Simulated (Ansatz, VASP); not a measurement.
**Two plane-wave programs on SiGe2N**

```
CELL_PARAMETERS angstrom
3.11221 0.00000 0.00000
-1.55610 2.69525 0.00000
0.00000 0.00000 8.83556
ATOMIC_POSITIONS crystal
Si 0.00000 0.00000 0.50000
Ge 0.00000 0.00000 0.19566
Ge 0.00000 0.00000 0.80434
N 0.00000 0.00000 0.00000
```

Alike in both runs: functional PBE; k mesh 6 × 6 × 4; occupations gaussian, width 0.1 eV; no spin polarisation.

Ansatz relaxed the structure, and its values are those at the end. VASP's run is a single point on that final structure, the one shown.

|  | VASP | Ansatz |
| --- | --- | --- |
| version | VASP 6.6.1 | Ansatz 0.2.0 |
| potentials or method | VASP PAW PBE potentials, release 64 (Si, Ge_d, N), cutoff 520 eV | scalar-relativistic, plane waves, PAW |
| valence electrons in the cell | 37 | 37 |

VASP gave:

- gap on the k mesh at the Fermi level (eV): none
- pressure (GPa): -0.3
- rms of the force components (eV/Å): 0.044

Estimate Ansatz's values.

gap on the k mesh at the Fermi level (eV): none; pressure (GPa): 0.0; rms of the force components (eV/Å): 0.006.

A gap of «none» marks a metal or a gap that the smearing closes.

The k mesh is coarse, so the values compare programs but aren't converged.
